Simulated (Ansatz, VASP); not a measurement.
**B in VASP and in Ansatz**

Contents of INCAR:

```
SYSTEM = B
PREC = Accurate
ENCUT = 600
EDIFF = 1E-7
ISMEAR = 0
SIGMA = 0.1
LREAL = .FALSE.
LASPH = .TRUE.
NELM = 100
ALGO = Normal
ISIF = 3
LWAVE = .FALSE.
LCHARG = .FALSE.
GGA = PS
IBRION = 2
NSW = 90
EDIFFG = -0.04
```

KPOINTS

```
regular mesh
0
G
  10 10 10
  0 0 0
```

File POSCAR:

```
B
1.0
   -1.8728847213      1.8728847213      1.0216931879
    1.8728847213     -1.8728847213      1.0216931879
    1.8728847213      1.8728847213     -1.0216931879
B
2
Direct
    0.0000000000      0.0000000000      0.0000000000
    0.7500000000      0.2500000000      0.5000000000
```

Input for Ansatz:

```yaml
crystal:
  lattice:
    - [-1.8728847213, 1.8728847213, 1.0216931879]
    - [1.8728847213, -1.8728847213, 1.0216931879]
    - [1.8728847213, 1.8728847213, -1.0216931879]
  atoms:
    - { symbol: B, position: [0.0, 0.0, 0.0] }
    - { symbol: B, position: [0.75, 0.25, 0.5] }
basis:
  ecutwfc: 420
kpoints:
  mp_grid: { grid: [10, 10, 10] }
hamiltonian:
  xc: pbesol
scf:
  occupations: { method: gaussian, width: 0.1 }
  lower_state_search: "off"
output:
  forces: true
  stress: true
  eigenvalues: true
relax:
  adjacent_minimum: "off"
  f_tol: 0.04
  max_steps: 70
  cell: { stress_tol: 0.4 }
```

Alike in both runs: task relaxation of cell and atoms; functional PBEsol; k mesh 10 × 10 × 10; occupations gaussian, width 0.1 eV; no spin polarisation.

```csv
,VASP,Ansatz
version,VASP 6.6.1,Ansatz 0.2.0
potentials or method,"VASP PAW PBE potentials, release 64 (B), cutoff 600 eV","scalar-relativistic, plane waves, PAW"
valence electrons in the cell,6,6
```

Ansatz gave:

| Quantity | Value |
| --- | --- |
| gap on the k mesh at the Fermi level, each at its own relaxed structure (eV) | none |
| relaxed volume (Å³/atom) | 7.79 |
| relaxed cell length with the largest relative difference (Å) | 3.225 |

Task: What did VASP give for the same quantities?

Result: gap on the k mesh at the Fermi level, each at its own relaxed structure (eV): none; relaxed volume (Å³/atom): 7.80; relaxed cell length with the largest relative difference (Å): 3.228.

VASP's potentials were made for PBE, not for PBEsol. A gap of «none» marks a metal or a gap that the smearing closes.
